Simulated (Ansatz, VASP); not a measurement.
# TlBr: VASP beside Ansatz

The input POSCAR:

```
TlBr
1.0
    4.0344625147      0.0000000000      0.0000000000
    0.0000000000      4.0344625147      0.0000000000
    0.0000000000      0.0000000000      4.0344625147
Tl Br
1 1
Direct
    0.0000000000      0.0000000000      0.0000000000
    0.5000000000      0.5000000000      0.5000000000
```

The input INCAR.step1:

```
SYSTEM = TlBr
  ALGO = Normal
  EDIFF = 1E-5
  ENCUT = 550
  GGA = PE
  GGA_COMPAT = .False.
  ISMEAR = 0
  LASPH = .True.
  LCHARG = .False.
  LREAL = .False.
  LWAVE = .True.
  NBANDS = 17
  NELM = 120
  PREC = Accurate
  SIGMA = 0.01
```

INCAR.step2

```
SYSTEM = TlBr
  ALGO = Normal
  EDIFF = 1E-6
  ENCUT = 550
  GGA_COMPAT = .False.
  ISIF = 2
  ISMEAR = 0
  ISTART = 1
  LASPH = .True.
  LCHARG = .False.
  LMIXTAU = .True.
  LREAL = .False.
  LWAVE = .False.
  METAGGA = R2SCAN
  NBANDS = 17
  NELM = 120
  PREC = Accurate
  SIGMA = 0.01
```

Contents of KPOINTS:

```
k-points
0
Gamma
  6 6 6
  0 0 0
```

Input for Ansatz:

```yaml
crystal:
  lattice:
    - [4.0344625147, 0.0, 0.0]
    - [0.0, 4.0344625147, 0.0]
    - [0.0, 0.0, 4.0344625147]
  atoms:
    - { symbol: Tl, position: [0.0, 0.0, 0.0] }
    - { symbol: Br, position: [0.5, 0.5, 0.5] }
kpoints:
  mp_grid: { grid: [6, 6, 6] }
hamiltonian:
  xc: r2scan
scf:
  occupations: { method: fixed }
  n_extra_bands: 4
output:
  forces: true
  stress: true
  eigenvalues: true
```

Alike in both runs: task single point; functional r2SCAN; k mesh 6 × 6 × 6; no spin polarisation.

```csv
,VASP,Ansatz
version,VASP 6.6.1,Ansatz 0.2.0
potentials or method,"VASP PAW PBE potentials, release 64 (Tl_d, Br)","plane waves, PAW"
plane-wave cutoff (eV),550,500
occupations,"gaussian, width 0.01 eV",fixed
valence electrons in the cell,20,20
```

Ansatz gave:

* gap on the k mesh at the Fermi level (eV): 2.40
* pressure (GPa): -0.6

Which values does VASP return?

gap on the k mesh at the Fermi level (eV): 2.40; pressure (GPa): -0.7.

VASP's potentials were made for PBE, not for r2SCAN.

Spin-orbit coupling is off throughout.
